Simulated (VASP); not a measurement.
# AlGa3N4 (Pm) in VASP: notebook, part 2 of 2

VASP 6.6.1. Earlier steps stand in the parts before.

## (3) Single point, PBEsol

This run uses another cell than the first one, of 11.15 Å³/atom, 1.031 times its volume.

Input file INCAR:

```
SYSTEM = AlGa3N4
ALGO = Normal
EDIFF = 1E-6
ENCUT = 520
GGA = PS
ISIF = 2
ISMEAR = 0
LASPH = .True.
LCHARG = .False.
LREAL = .False.
LWAVE = .False.
NBANDS = 41
NELM = 80
PREC = Accurate
SIGMA = 0.05
```

Input file KPOINTS:

```
k-points
0
Gamma
  6 8 6
  0 0 0
```

Input file POSCAR:

```
AlGa3N4
1.0
    5.1423511994      0.0000000000      0.0001215027
    0.0000000000      3.1649848006      0.0000000000
   -0.0035856898      0.0000000000      5.4784941377
Al Ga N
1 3 4
Direct
    0.0006034227      0.5000000000      0.6673576245
    0.4991167030      0.5000000000      0.3349195796
    0.4990273845      0.0000000000      0.8315570005
    0.9998617813      0.0000000000      0.1661805284
    0.1196687538      0.5000000000      0.3400974154
    0.1176459792      0.0000000000      0.8263760592
    0.6204436392      0.0000000000      0.1662162869
    0.6312323464      0.5000000000      0.6672965055
```

Potentials or basis: VASP PAW PBE potentials, release 64 (Al, Ga_d, N).

On the command line:

```bash
$ cat potpaw_PBE.64/Al/POTCAR potpaw_PBE.64/Ga_d/POTCAR potpaw_PBE.64/N/POTCAR > POTCAR
$ mpirun -np 1 vasp_std > vasp.out
```

OUTCAR:

```text
SYSTEM = AlGa3N4
   EDIFF = 1E-6
   ENCUT = 520
   GGA = PS
   ISIF = 2
   ISMEAR = 0
   LASPH = .True.
   LREAL = .False.
   NELM = 80
   PREC = Accurate

 ion  position               nearest neighbor table
   1  0.001  0.500  0.667-   5 1.89   8 1.90   6 1.90   6 1.90
   2  0.499  0.500  0.335-   7 1.94   7 1.94   8 1.94   5 1.95
   3  0.499  0.000  0.832-   7 1.94   8 1.94   8 1.94   6 1.96
   4  1.000  0.000  0.166-   5 1.95   5 1.95   7 1.95   6 1.96
   5  0.120  0.500  0.340-   1 1.89   4 1.95   4 1.95   2 1.95
   6  0.118  0.000  0.826-   1 1.90   1 1.90   4 1.96   3 1.96
   7  0.620  0.000  0.166-   2 1.94   2 1.94   3 1.94   4 1.95
   8  0.631  0.500  0.667-   1 1.90   2 1.94   3 1.94   3 1.94

  LATTYP: Found a simple monoclinic cell.
 ALAT       =     5.1423512008
 B/A-ratio  =     0.6154742601
 C/A-ratio  =     1.0653677855
 COS(beta)  =    -0.0006308748

  Lattice vectors:

 A1 = (   5.1423511994,   0.0000000000,   0.0001215027)
 A2 = (   0.0000000000,   3.1649848006,   0.0000000000)
 A3 = (  -0.0035856898,   0.0000000000,   5.4784941377)

Analysis of symmetry for initial positions (statically):
[... 187 lines left out ...]

 val. band max:        5.4304280755   @ k =   0.0000   0.0000   0.0000
 cond. band min:       7.8073697622   @ k =   0.0000   0.0000   0.0000
 fundamental gap:      2.3769416867
 Fermi energy:         5.6711098060

 k-point     1 :       0.0000    0.0000    0.0000
  band No.  band energies     occupation
      1     -10.3929      2.00000
      2      -9.4303      2.00000
      3      -9.2309      2.00000
      4      -8.9606      2.00000
      5      -7.7984      2.00000
      6      -7.7980      2.00000
[... 1045 lines left out ...]
     40      15.4066      0.00000
     41      15.7748      0.00000

 [... further k-points ...]
[... 5 lines left out ...]
  --------------------------------------------------------------------------------------
  -------------------------------------------------------------------------------------
  Total       -0.0633085     -0.0881387     -0.0976531      0.0000000      0.0000000     -0.0039045
  in kB       -1.1375701     -1.5837356     -1.7546961      0.0000000      0.0000000     -0.0701581
  external PRESSURE =      -1.4920006 kB  Pullay stress =       0.0000000 kB

 VOLUME and BASIS-vectors are now :
 -----------------------------------------------------------------------------
  energy-cutoff  :      520.00
  volume of cell :       89.17
      direct lattice vectors                 reciprocal lattice vectors
     5.142351199  0.000000000  0.000121503     0.194463572  0.000000000  0.000127277
     0.000000000  3.164984801  0.000000000     0.000000000  0.315957284  0.000000000
    -0.003585690  0.000000000  5.478494138    -0.000004313  0.000000000  0.182531907

 POSITION                                       TOTAL-FORCE (eV/Angst)
 -----------------------------------------------------------------------------------
      0.00071      1.58249      3.65611         0.002751      0.000000      0.001026
      2.56543      1.58249      1.83492         0.004656      0.000000      0.000165
      2.56319      0.00000      4.55574         0.007745      0.000000      0.001411
      5.14104      0.00000      0.91054        -0.008285      0.000000      0.002931
      0.61416      1.58249      1.86324         0.003425      0.000000     -0.008202
      0.60201      0.00000      4.52731         0.002581      0.000000      0.005009
      3.18994      0.00000      0.91069         0.000372      0.000000     -0.001009
      3.24363      1.58249      3.65586        -0.013245      0.000000     -0.001331
 -----------------------------------------------------------------------------------
    total drift:                               -0.000989      0.000000     -0.000594

  FREE ENERGIE OF THE ION-ELECTRON SYSTEM (eV)
  ---------------------------------------------------
  free  energy   TOTEN  =       -55.0263767428 eV

  energy  without entropy=      -55.0263767428  energy(sigma->0) =      -55.02637674
```

OSZICAR:

```text
N       E                     dE             d eps       ncg     rms          rms(c)
DAV:   1     0.634174714655E+03    0.63417E+03   -0.27911E+04  9134   0.259E+03
DAV:   2     0.560115236949E+02   -0.57816E+03   -0.53776E+03  8672   0.650E+02
DAV:   3    -0.547293622748E+02   -0.11074E+03   -0.10754E+03  9354   0.197E+02
DAV:   4    -0.626297191995E+02   -0.79004E+01   -0.78281E+01 11095   0.561E+01
DAV:   5    -0.628451290860E+02   -0.21541E+00   -0.21502E+00 10048   0.907E+00    0.151E+01
DAV:   6    -0.548980917743E+02    0.79470E+01   -0.22410E+01 14936   0.576E+01    0.453E+00
DAV:   7    -0.551180845928E+02   -0.21999E+00   -0.39618E+00  9692   0.110E+01    0.388E+00
DAV:   8    -0.550633919043E+02    0.54693E-01   -0.52136E-01 12938   0.916E+00    0.107E+00
DAV:   9    -0.550251367522E+02    0.38255E-01   -0.15246E-01 13526   0.633E+00    0.426E-01
DAV:  10    -0.550262329102E+02   -0.10962E-02   -0.17371E-02  9821   0.961E-01    0.207E-01
DAV:  11    -0.550263579801E+02   -0.12507E-03   -0.12589E-03 12334   0.824E-01    0.570E-02
DAV:  12    -0.550263622976E+02   -0.43175E-05   -0.30611E-04 12833   0.423E-01    0.194E-02
DAV:  13    -0.550263760266E+02   -0.13729E-04   -0.13614E-04 10643   0.747E-02    0.111E-02
DAV:  14    -0.550263767428E+02   -0.71616E-06   -0.40191E-06 10015   0.340E-02
   1 F= -.55026377E+02 E0= -.55026377E+02  d E =-.849507E-14
```

Run time: 7.1 min. Hardware: 1 thread of Oxide Virtual Turin-like, shared host; peak memory 0.36 GiB.

What came out:

```yaml
Free_energy: -55.0264 eV
Pressure: -0.1 GPa
Largest_force: 0.013 eV/Å
Band_gap_on_the_k_mesh: 2.38 eV, direct
```

Forces on the atoms (eV/Å):
```
Al   0.003  0.000  0.001
Ga   0.005  0.000  0.000
Ga   0.008  0.000  0.001
Ga  -0.008  0.000  0.003
N    0.003  0.000 -0.008
N    0.003  0.000  0.005
N    0.000  0.000 -0.001
N   -0.013  0.000 -0.001
```

Caveat: the PAW data sets were made with another functional, which shifts forces and pressure a little. As with any semilocal functional, this PBEsol gap is likely too small.

## (4) Single point, PBEsol (uniaxial strain along c: +3.0 %)

Input file INCAR:

```
SYSTEM = AlGa3N4
ALGO = Normal ; EDIFF = 1E-7
ENCUT = 520 ; GGA = PS
ISIF = 2 ; ISMEAR = 0
LASPH = .True. ; LCHARG = .True.
LELF = .True. ; LREAL = .False.
LVHAR = .True. ; LWAVE = .False.
NBANDS = 41 ; NELM = 80
PREC = Accurate ; SIGMA = 0.02
```

KPOINTS is that of step 3.

Input file POSCAR:

```
AlGa3N4
1.0
    5.1037836467      0.0000000000     -0.0001216566
    0.0000000000      3.1412474150      0.0000000000
   -0.0035599293      0.0000000000      5.6428490479
Al Ga N
1 3 4
Direct
    0.0011698098      0.5000000000      0.6669176109
    0.4997944259      0.5000000000      0.3354532929
    0.4997675065      0.0000000000      0.8321968128
    1.0005639385      0.0000000000      0.1656159159
    0.1189063678      0.5000000000      0.3418707601
    0.1170609664      0.0000000000      0.8282531823
    0.6198671216      0.0000000000      0.1643046950
    0.6304698737      0.5000000000      0.6653887301
```

On the command line:

```bash
$ cat potpaw_PBE.64/Al/POTCAR potpaw_PBE.64/Ga_d/POTCAR potpaw_PBE.64/N/POTCAR > POTCAR
$ mpirun -np 1 vasp_std > vasp.out
```

It took 15 min on 1 thread of Oxide Virtual Turin-like, shared host; peak memory 0.37 GiB.

It converged, with:

| Quantity | Value |
| --- | --- |
| Free energy | -54.9473 eV |
| Pressure | -2.8 GPa |
| Largest force | 0.188 eV/Å |
| Band gap on the k mesh | 2.21 eV, direct |

Forces on the atoms (eV/Å):
```
Al   0.110  0.000 -0.113
Ga   0.111  0.000  0.103
Ga   0.103  0.000  0.121
Ga   0.091  0.000 -0.098
N   -0.103  0.000  0.136
N   -0.081  0.000  0.128
N   -0.100  0.000 -0.143
N   -0.131  0.000 -0.135
```

Stress tensor (GPa, compression positive):
```
 1.28  0.00  0.01
 0.00 -0.01  0.00
 0.01  0.00 -9.68
```

Levels at points of the mesh, in eV from the valence-band top:
```tsv
k point	band 29	band 30	band 31	band 32	band 33	band 34
(0.00, 0.00, 0.00)	-0.24	-0.10	0.00	2.21	4.26	5.32
(0.50, 0.00, 0.00)	-0.67	-0.61	-0.37	4.26	4.38	4.48
(0.00, 0.50, 0.00)	-2.08	-1.89	-1.87	5.55	5.57	6.67
(0.50, 0.50, 0.00)	-1.43	-1.38	-1.38	5.65	5.77	5.87
(0.00, 0.00, 0.50)	-0.68	-0.54	-0.26	4.48	4.68	6.07
(0.50, 0.00, 0.50)	-1.09	-1.06	-1.02	5.28	5.34	5.41
(0.00, 0.50, 0.50)	-2.15	-1.12	-1.02	4.37	4.79	5.39
(0.50, 0.50, 0.50)	-1.73	-1.63	-1.60	4.15	4.27	4.30
```

Caveat: the cell differs from its parent crystal (uniaxial strain along c: +3.0 %); the PAW data sets were made with another functional, which shifts forces and pressure a little.

## (5) Single point, PBEsol (uniaxial strain along c: +1.5 %)

Input file INCAR:

```
SYSTEM = AlGa3N4
ALGO     = Normal         ! electronic algorithm
EDIFF    = 1E-6           ! SCF threshold, eV
ENCUT    = 520            ! plane-wave cutoff, eV
GGA      = PS             ! functional
ISIF     = 2              ! what is computed and relaxed
ISMEAR   = 0              ! smearing method
LASPH    = .TRUE.         ! aspherical terms in the spheres
LCHARG   = .TRUE.         ! write CHGCAR
LELF     = .TRUE.         ! ELF
LREAL    = .FALSE.        ! projectors in reciprocal space
LVHAR    = .TRUE.       
LWAVE    = .FALSE.        ! write WAVECAR
NBANDS   = 41             ! bands
NELM     = 80             ! most SCF steps
PREC     = Accurate       ! precision mode
SIGMA    = 0.02           ! smearing width, eV
```

Input file KPOINTS:

```
k-points
0
G
  6 8 6
  0 0 0
```

Input file POSCAR:

```
AlGa3N4
1.0
    5.1230674253      0.0000000000     -0.0000608283
    0.0000000000      3.1531161080      0.0000000000
   -0.0035080857      0.0000000000      5.5606716346
Al Ga N
1 3 4
Direct
    0.0006034235      0.5000000000      0.6673576246
    0.4991167026      0.5000000000      0.3349195796
    0.4990273840      0.0000000000      0.8315570006
    0.9998617813      0.0000000000      0.1661805284
    0.1196687536      0.5000000000      0.3400974151
    0.1176459797      0.0000000000      0.8263760593
    0.6204436392      0.0000000000      0.1662162869
    0.6312323461      0.5000000000      0.6672965055
```

On the command line:

```bash
$ cat potpaw_PBE.64/Al/POTCAR potpaw_PBE.64/Ga_d/POTCAR potpaw_PBE.64/N/POTCAR > POTCAR
$ mpirun -np 1 vasp_std > vasp.out
```

It took 7.5 min on 1 thread of Oxide Virtual Turin-like, shared host; peak memory 0.36 GiB.

Results (log left out):

```
Free energy            : -55.0018 eV
Pressure               : -1.5 GPa
Largest force          : 0.200 eV/Å
Band gap on the k mesh : 2.30 eV, direct
```

Forces in eV/Å, atoms in the order of the input:
```
Al   0.101  0.000 -0.136
Ga   0.103  0.000  0.131
Ga   0.097  0.000  0.144
Ga   0.077  0.000 -0.124
N   -0.098  0.000  0.159
N   -0.071  0.000  0.155
N   -0.087  0.000 -0.171
N   -0.121  0.000 -0.159
```

Stress tensor (GPa, compression positive):
```
 0.88  0.00 -0.02
 0.00  0.18  0.00
-0.02  0.00 -5.55
```

Levels at points of the mesh, in eV from the valence-band top:
```csv
k point,band 29,band 30,band 31,band 32,band 33,band 34
"(0.00, 0.00, 0.00)",-0.12,-0.09,0.00,2.30,4.46,5.24
"(0.50, 0.00, 0.00)",-0.68,-0.46,-0.38,4.37,4.46,4.51
"(0.00, 0.50, 0.00)",-2.04,-1.88,-1.84,5.57,5.59,6.79
"(0.50, 0.50, 0.00)",-1.45,-1.41,-1.40,5.69,5.84,5.93
"(0.00, 0.00, 0.50)",-0.63,-0.57,-0.30,4.54,4.72,6.10
"(0.50, 0.00, 0.50)",-1.14,-1.11,-1.06,5.31,5.37,5.45
"(0.00, 0.50, 0.50)",-2.16,-1.04,-0.93,4.60,4.99,5.55
"(0.50, 0.50, 0.50)",-1.73,-1.65,-1.62,4.23,4.34,4.39
```

Caveat: the cell differs from its parent crystal (uniaxial strain along c: +1.5 %); the PAW data sets were made with another functional, which shifts forces and pressure a little.

## (6) Overview

```csv
cell,smearing,gap on the mesh (eV),pressure (GPa),largest force (eV/Å)
"a = 5.090, b = 3.133, c = 5.423 Å, 8 atoms",gaussian 0.02 eV,2.59,6.1,0.01
"a = 5.142, b = 3.165, c = 5.478 Å, 8 atoms",gaussian 0.05 eV,2.38,-0.1,0.01
"a = 5.104, b = 3.141, c = 5.643 Å, 8 atoms",gaussian 0.02 eV,2.21,-2.8,0.19
"a = 5.123, b = 3.153, c = 5.561 Å, 8 atoms",gaussian 0.02 eV,2.30,-1.5,0.20
```

Alike in all rows: task single point; level PBEsol; potentials or basis VASP PAW PBE potentials, release 64 (Al, Ga_d, N); no spin polarisation; k mesh 6 × 8 × 6; cutoff (eV) 520.

Caveats: the PAW data sets were made with another functional, which shifts forces and pressure a little.

Total energies depend on the potentials used, so only differences within one code and one set of settings carry meaning.
